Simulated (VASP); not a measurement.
# K in VASP: further runs

K is run at these levels: PBE; tasks: single point, relaxation of cell and atoms.

Everything below comes from runs of VASP 6.6.1. Logs are shortened: lines on timing, memory, paths and dates and some standing lists are left out, and cuts for length are marked.

## Step 1: The cell of the first run

The structure is tetragonal, space group P4/mmm (No. 123). The conventional cell has a = 4.427 Å, b = 4.427 Å, c = 4.536 Å, α = 90.00°, β = 90.00°, γ = 90.00°. K (site symmetry 4/mmm) has 6 K at 4.43 to 4.54 Å within 5.8 Å.

## Step 2: Single point, PBE

Contents of INCAR:

```
PREC = Accurate ; ENCUT = 520
EDIFF = 1E-7 ; ISMEAR = 0
SIGMA = 0.1 ; LREAL = False
LASPH = True ; NELM = 100
ALGO = Normal ; ISIF = 2
LWAVE = False ; LCHARG = False
GGA = PE ; NBANDS = 10
```

Contents of KPOINTS:

```
regular mesh
0
Gamma
  4 4 4
```

Contents of POSCAR:

```
K
1.0
    4.4273779527      0.0000000000      0.0000000000
    0.0000000000      4.4273779527      0.0000000000
    0.0000000000      0.0000000000      4.5362724713
K
1
Direct
    0.0000000000      0.0000000000      0.0000000000
```

Potentials or basis: VASP PAW PBE potentials, release 64 (K_sv).

Command:

```
$ cat potpaw_PBE.64/K_sv/POTCAR > POTCAR
$ mpirun -np 1 vasp_std > vasp.out
```

OUTCAR:

```text
PREC = Accurate
   ENCUT = 520
   EDIFF = 1E-7
   ISMEAR = 0
   LREAL = False
   LASPH = True
   NELM = 100
   ISIF = 2
   GGA = PE

 ion  position               nearest neighbor table
   1  0.000  0.000  0.000-

  LATTYP: Found a simple tetragonal cell.
 ALAT       =     4.4273779527
 C/A-ratio  =     1.0245957133

  Lattice vectors:

 A1 = (   4.4273779527,   0.0000000000,   0.0000000000)
 A2 = (   0.0000000000,   4.4273779527,   0.0000000000)
 A3 = (   0.0000000000,   0.0000000000,   4.5362724713)

Analysis of symmetry for initial positions (statically):
=====================================================================
 Subroutine PRICEL returns:
 Original cell was already a primitive cell.

 Routine SETGRP: Setting up the symmetry group for a
 simple tetragonal supercell.

 Subroutine GETGRP returns: Found 16 space group operations
 (whereof 16 operations were pure point group operations)
 out of a pool of 16 trial point group operations.

The static configuration has the point symmetry D_4h.

Analysis of symmetry for dynamics (positions and initial velocities):
=====================================================================
 Subroutine PRICEL returns:
 Original cell was already a primitive cell.

 Routine SETGRP: Setting up the symmetry group for a
 simple tetragonal supercell.

 Subroutine GETGRP returns: Found 16 space group operations
 (whereof 16 operations were pure point group operations)
 out of a pool of 16 trial point group operations.

The dynamic configuration has the point symmetry D_4h.

 Subroutine INISYM returns: Found 16 space group operations
 (whereof 16 operations are pure point group operations),
 and found     1 'primitive' translations

----------------------------------------------------------------------------------------

                                     Primitive cell

  volume of cell :      88.9185

  direct lattice vectors                    reciprocal lattice vectors
     4.427377953  0.000000000  0.000000000     0.225867322  0.000000000  0.000000000
     0.000000000  4.427377953  0.000000000     0.000000000  0.225867322  0.000000000
     0.000000000  0.000000000  4.536272471     0.000000000  0.000000000  0.220445312

  length of vectors
     4.427377953  4.427377953  4.536272471     0.225867322  0.225867322  0.220445312

  position of ions in fractional coordinates (direct lattice)
     0.000000000  0.000000000  0.000000000

  ion indices of the primitive-cell ions
   primitive index   ion index
                 1           1

----------------------------------------------------------------------------------------

 KPOINTS: regular mesh

Automatic generation of k-mesh.
 Grid dimensions read from file:
 generate k-points for:    4    4    4

 Generating k-lattice:

  Cartesian coordinates                     Fractional coordinates (reciprocal lattice)
     0.056466830  0.000000000  0.000000000     0.250000000  0.000000000  0.000000000
     0.000000000  0.056466830  0.000000000     0.000000000  0.250000000  0.000000000
     0.000000000  0.000000000  0.055111328     0.000000000  0.000000000  0.250000000

  Length of vectors
     0.056466830  0.056466830  0.055111328

  Shift w.r.t. Gamma in fractional coordinates (k-lattice)
     0.000000000  0.000000000  0.000000000

 Subroutine IBZKPT returns following result:
 ===========================================

 Found     18 irreducible k-points:

 Following reciprocal coordinates:
            Coordinates               Weight
  0.000000  0.000000  0.000000      1.000000
  0.250000  0.000000  0.000000      4.000000
  0.500000  0.000000  0.000000      2.000000
  0.250000  0.250000  0.000000      4.000000
  0.500000  0.250000  0.000000      4.000000
  0.500000  0.500000  0.000000      1.000000
[... 10 lines left out ...]
  0.500000  0.250000  0.500000      4.000000
  0.500000  0.500000  0.500000      1.000000
   k-points           NKPTS =     18   k-points in BZ     NKDIM =     18   number of bands    NBANDS=     10
   number of dos      NEDOS =    301   number of ions     NIONS =      1
   total plane-waves  NPLWV =  46656
   dimension x,y,z NGX =    36 NGY =   36 NGZ =   36
   dimension x,y,z NGXF=    72 NGYF=   72 NGZF=   72
   ions per type =               1
   NGX,Y,Z   is equivalent  to a cutoff of  13.52, 13.52, 13.19 a.u.
   NGXF,Y,Z  is equivalent  to a cutoff of  27.04, 27.04, 26.39 a.u.
 SYSTEM =  unknown system
   PREC   = accura    normal or accurate (medium, high low for compatibility)
   ISTART =      0    job   : 0-new  1-cont  2-samecut
   ICHARG =      2    charge: 1-file 2-atom 10-const
   ISPIN  =      1    spin polarized calculation?
   LNONCOLLINEAR =      F non collinear calculations
   LSORBIT =      F    spin-orbit coupling
   LASPH  =      T    aspherical Exc in radial PAW
   ENCUT  =  520.0 eV  38.22 Ry    6.18 a.u.   8.23  8.23  8.43*2*pi/ulx,y,z
   NELM   =    100;   NELMIN=  2; NELMDL= -5     # of ELM steps
   EDIFF  = 0.1E-06   stopping-criterion for ELM
   LREAL  =      F    real-space projection
   EDIFFG = 0.1E-05   stopping-criterion for IOM
   NSW    =      0    number of steps for IOM
   IBRION =     -1    ionic relax: 0-MD 1-quasi-New 2-CG
   NFREE  =      0    steps in history (QN), initial steepest desc. (CG)
   ISIF   =      2    stress and relaxation
   ISYM   =      2    0-nonsym 1-usesym 2-fastsym
   POTIM  = 0.5000    time-step for ionic-motion
   TEBEG  =    0.0;   TEEND  =   0.0 temperature during run
   PSTRESS=    0.0 pullay stress
   NELECT =       9.0000    total number of electrons
   NUPDOWN=      -1.0000    fix difference up-down
   EMIN   =  10.00;   EMAX   =-10.00  energy-range for DOS
   EFERMI =   0.00;   METHOD = LEGACY
   ISMEAR =     0;   SIGMA  =   0.10  broadening in eV -4-tet -1-fermi 0-gaus
   EFERMI_NEDOS =   21; number of points for ismear=-14 and -15
   IALGO  =     38    algorithm
   IMIX   =      4    mixing-type and parameters
     AMIX     =   0.40;   BMIX     =  1.00
     AMIX_MAG =   1.60;   BMIX_MAG =  1.00
  volume/ion in A,a.u.               =      88.92       600.05
  Fermi-wavevector in a.u.,A,eV,Ry     =   0.762942  1.441751  7.919687  0.582081
  Thomas-Fermi vector in A             =   1.862515
   LORBIT       =      0    0 simple, 1 ext, 2 COOP (PROOUT), +10 PAW based schemes
   GGA     = PE    functional components
   LHFCALC =     F    Hartree Fock is set to
   AEXX    =    0.0000 exact exchange contribution
   IVDW    =     0    specifies the selected vdW correction
   LEPSILON=     F    determine dielectric tensor
   LRPA    =     F    only Hartree local field effects (RPA)
 non-spin polarized calculation
 Gauss-broadening in eV      SIGMA  =   0.10
  energy-cutoff  :      520.00
  volume of cell :       88.92
 maximum number of plane-waves:      2432
 NGX is ok and might be reduce to    36
   NGX = 17   NGY = 17   NGZ = 17

 number of electron       9.0000000 magnetization

 Free energy of the ion-electron system (eV)
  ---------------------------------------------------
  ext. energy  EPLUGINS =         0.00000000
  ---------------------------------------------------
  free energy    TOTEN  =        -0.94535809 eV

  energy without entropy =       -0.94304326  energy(sigma->0) =       -0.94420067

 E-fermi :  -0.2442     XC(G=0):  -5.2029

 val. band max:       -0.2553498452   @ k =   0.5000   0.0000   0.0000
 cond. band min:      -0.0498178311   @ k =   0.2500   0.0000   0.5000
 fundamental gap:      0.2055320142
 Fermi energy:        -0.2442284252

 k-point     1 :       0.0000    0.0000    0.0000
  band No.  band energies     occupation
      1     -32.8661      2.00000
      2     -16.3156      2.00000
      3     -16.3153      2.00000
      4     -16.3153      2.00000
      5      -2.3830      2.00000
      6       2.3571      0.00000
      7       2.4197      0.00000
      8       5.1663      0.00000
      9       5.4150      0.00000
     10       5.4203      0.00000

 k-point     2 :       0.2500    0.0000    0.0000
  band No.  band energies     occupation
      1     -32.8647      2.00000
      2     -16.3471      2.00000
      3     -16.3129      2.00000
      4     -16.3127      2.00000
      5      -1.8523      2.00000
      6       1.5769      0.00000
      7       2.6325      0.00000
      8       4.2958      0.00000
      9       4.4786      0.00000
     10       4.9316      0.00000

 k-point     3 :       0.5000    0.0000    0.0000
  band No.  band energies     occupation
      1     -32.8633      2.00000
      2     -16.3785      2.00000
      3     -16.3101      2.00000
      4     -16.3100      2.00000
      5      -0.5027      1.99974
      6      -0.2553      1.12498
      7       2.9722      0.00000
      8       3.9123      0.00000
      9       4.0797      0.00000
     10       5.5603      0.00000

 k-point     4 :       0.2500    0.2500    0.0000
  band No.  band energies     occupation
      1     -32.8633      2.00000
      2     -16.3445      2.00000
      3     -16.3432      2.00000
      4     -16.3102      2.00000
      5      -1.3376      2.00000
      6       1.9228      0.00000
      7       1.9711      0.00000
      8       3.5801      0.00000
      9       4.3277      0.00000
     10       4.8256      0.00000

 k-point     5 :       0.5000    0.2500    0.0000
  band No.  band energies     occupation
      1     -32.8619      2.00000
      2     -16.3747      2.00000
      3     -16.3407      2.00000
      4     -16.3075      2.00000
      5       0.0708      0.00001
      6       0.0737      0.00001
      7       2.8322      0.00000
      8       2.8710      0.00000
      9       4.1136      0.00000
     10       4.7969      0.00000

 k-point     6 :       0.5000    0.5000    0.0000
  band No.  band energies     occupation
      1     -32.8605      2.00000
      2     -16.3710      2.00000
      3     -16.3710      2.00000
      4     -16.3049      2.00000
      5       0.7612      0.00000
      6       1.5101      0.00000
      7       1.5730      0.00000
      8       1.5730      0.00000
      9       4.3556      0.00000
     10       4.3556      0.00000
[... 105 lines left out ...]
 k-point    15 :       0.5000    0.0000    0.5000
  band No.  band energies     occupation
      1     -32.8613      2.00000
      2     -16.3726      2.00000
      3     -16.3579      2.00000
      4     -16.3062      2.00000
      5       0.7470      0.00000
      6       1.3893      0.00000
      7       1.4538      0.00000
      8       1.5002      0.00000
      9       4.4447      0.00000
     10       4.5307      0.00000

 k-point    16 :       0.2500    0.2500    0.5000
  band No.  band energies     occupation
      1     -32.8613      2.00000
      2     -16.3580      2.00000
      3     -16.3397      2.00000
      4     -16.3385      2.00000
      5       0.3653      0.00000
      6       0.4860      0.00000
      7       2.6593      0.00000
      8       3.0769      0.00000
      9       3.7227      0.00000
     10       3.7343      0.00000

 k-point    17 :       0.5000    0.2500    0.5000
  band No.  band energies     occupation
      1     -32.8599      2.00000
      2     -16.3691      2.00000
      3     -16.3544      2.00000
      4     -16.3360      2.00000
      5       1.1479      0.00000
      6       1.5871      0.00000
      7       1.6517      0.00000
      8       2.1171      0.00000
      9       3.9062      0.00000
     10       3.9714      0.00000

 k-point    18 :       0.5000    0.5000    0.5000
  band No.  band energies     occupation
      1     -32.8586      2.00000
      2     -16.3655      2.00000
      3     -16.3655      2.00000
      4     -16.3510      2.00000
      5       1.7635      0.00000
      6       1.8581      0.00000
      7       1.8581      0.00000
      8       3.4116      0.00000
      9       3.4116      0.00000
     10       3.4458      0.00000

------------------------ aborting loop because EDIFF is reached ----------------------------------------

  FORCE on cell =-STRESS in cart. coord.  units (eV):
  Direction    XX          YY          ZZ          XY          YZ          ZX
  --------------------------------------------------------------------------------------
  -------------------------------------------------------------------------------------
  Total       -0.1227200     -0.1227200     -0.2283875      0.0000000     -0.0000000      0.0000000
  in kB       -2.2112281     -2.2112281     -4.1151963      0.0000000     -0.0000000      0.0000000
  external PRESSURE =      -2.8458841 kB  Pullay stress =       0.0000000 kB

 VOLUME and BASIS-vectors are now :
 -----------------------------------------------------------------------------
  energy-cutoff  :      520.00
  volume of cell :       88.92
      direct lattice vectors                 reciprocal lattice vectors
     4.427377953  0.000000000  0.000000000     0.225867322  0.000000000  0.000000000
     0.000000000  4.427377953  0.000000000     0.000000000  0.225867322  0.000000000
     0.000000000  0.000000000  4.536272471     0.000000000  0.000000000  0.220445312

 POSITION                                       TOTAL-FORCE (eV/Angst)
 -----------------------------------------------------------------------------------
      0.00000      0.00000      0.00000         0.000000      0.000000      0.000000
 -----------------------------------------------------------------------------------
    total drift:                                0.000000     -0.000000     -0.000000

  FREE ENERGIE OF THE ION-ELECTRON SYSTEM (eV)
  ---------------------------------------------------
  free  energy   TOTEN  =        -0.9453580917 eV

  energy  without entropy=       -0.9430432554  energy(sigma->0) =       -0.94420067
```

Run time: 4.9 s. Hardware: 1 thread of Intel Xeon 6975P-C (Granite Rapids), shared host; peak memory 0.19 GiB.

Results:

```
Free energy : -0.9454 eV
Pressure    : -0.3 GPa
```

Levels at points of the mesh, in eV from the Fermi level:
```
           k point  band 2  band 3  band 4  band 5  band 6  band 7
(0.00, 0.00, 0.00)  -16.07  -16.07  -16.07   -2.14    2.60    2.66
(0.50, 0.00, 0.00)  -16.13  -16.07  -16.07   -0.26   -0.01    3.22
(0.50, 0.50, 0.00)  -16.13  -16.13  -16.06    1.01    1.75    1.82
(0.00, 0.00, 0.50)  -16.12  -16.07  -16.07   -0.38   -0.08    3.18
(0.50, 0.00, 0.50)  -16.13  -16.11  -16.06    0.99    1.63    1.70
(0.50, 0.50, 0.50)  -16.12  -16.12  -16.11    2.01    2.10    2.10
```

## Step 3: Single point, PBE

This run uses another cell than the first one, of 80.13 Å³/atom, 0.901 times its volume.

Contents of INCAR:

```
SYSTEM = K
PREC = Accurate ; ENCUT = 520
EDIFF = 1E-7 ; ISMEAR = 0
SIGMA = 0.1 ; LREAL = .False.
LASPH = .True. ; NELM = 100
ALGO = Normal ; ISIF = 2
LWAVE = .False. ; LCHARG = .False.
GGA = PE ; NBANDS = 10
```

Contents of KPOINTS:

```
regular mesh
0
Gamma
  4 4 4
  0 0 0
```

Contents of POSCAR:

```
K
1.0
    4.3112069062      0.0000000000      0.0000000000
    0.0000000000      4.3112069062      0.0000000000
    0.0000000000      0.0000000000      4.3112069062
K
1
Direct
    0.0000000000      0.0000000000      0.0000000000
```

Potentials or basis: VASP PAW PBE potentials, release 64 (K_sv).

Command:

```
$ cat potpaw_PBE.64/K_sv/POTCAR > POTCAR
$ mpirun -np 1 vasp_std > vasp.out
```

Wall time 2.9 s (1 thread of Intel Xeon 6975P-C (Granite Rapids), shared host); peak memory 0.16 GiB.

The run converged. Its results:

| Quantity | Value |
| --- | --- |
| Free energy | -0.9554 eV |
| Pressure | -0.1 GPa |

Levels at points of the mesh, in eV from the Fermi level:
```csv
k point,band 1,band 2,band 3,band 4,band 5,band 6,band 7,band 8,band 9
"(0.00, 0.00, 0.00)",-32.56,-16.00,-16.00,-16.00,-2.26,2.67,2.67,5.92,5.92
"(0.50, 0.00, 0.00)",-32.55,-16.08,-15.99,-15.99,-0.26,-0.03,3.28,4.43,4.43
"(0.50, 0.50, 0.00)",-32.55,-16.07,-16.07,-15.98,0.94,1.85,1.93,1.93,4.86
"(0.50, 0.50, 0.50)",-32.54,-16.06,-16.06,-16.06,2.08,2.08,2.08,4.03,4.05
```

Caveat: the k points lie up to 0.36 Å⁻¹ apart.

## Step 4: Single point, PBE

This run uses another cell than the first one, of 80.13 Å³/atom, 0.901 times its volume.

Contents of INCAR:

```
PREC = Accurate
ENCUT = 520
EDIFF = 1E-6
ISMEAR = 0
SIGMA = 0.1
LREAL = F
LASPH = T
NELM = 60
ALGO = Normal
ISIF = 2
LWAVE = F
LCHARG = F
GGA = PE
NBANDS = 10
```

Contents of KPOINTS:

```
regular mesh
0
Gamma
  14 14 14
```

POSCAR is that of step 3.

Command:

```
$ cat potpaw_PBE.64/K_sv/POTCAR > POTCAR
$ mpirun -np 1 vasp_std > vasp.out
```

Wall time 2 min (1 thread of AMD EPYC 7R13, shared host); peak memory 0.2 GiB.

It converged, with:

| Quantity | Value |
| --- | --- |
| Free energy | -0.9451 eV |
| Pressure | 0.0 GPa |

Levels at points of the mesh, in eV from the Fermi level:
```tsv
k point	band 2	band 3	band 4	band 5	band 6	band 7
(0.00, 0.00, 0.00)	-15.80	-15.80	-15.80	-2.06	2.88	2.88
(0.50, 0.00, 0.00)	-15.88	-15.79	-15.79	-0.06	0.17	3.48
(0.50, 0.50, 0.00)	-15.87	-15.87	-15.78	1.14	2.05	2.13
(0.50, 0.50, 0.50)	-15.86	-15.86	-15.86	2.28	2.28	2.28
```

(Continued in part 2 of 2.)
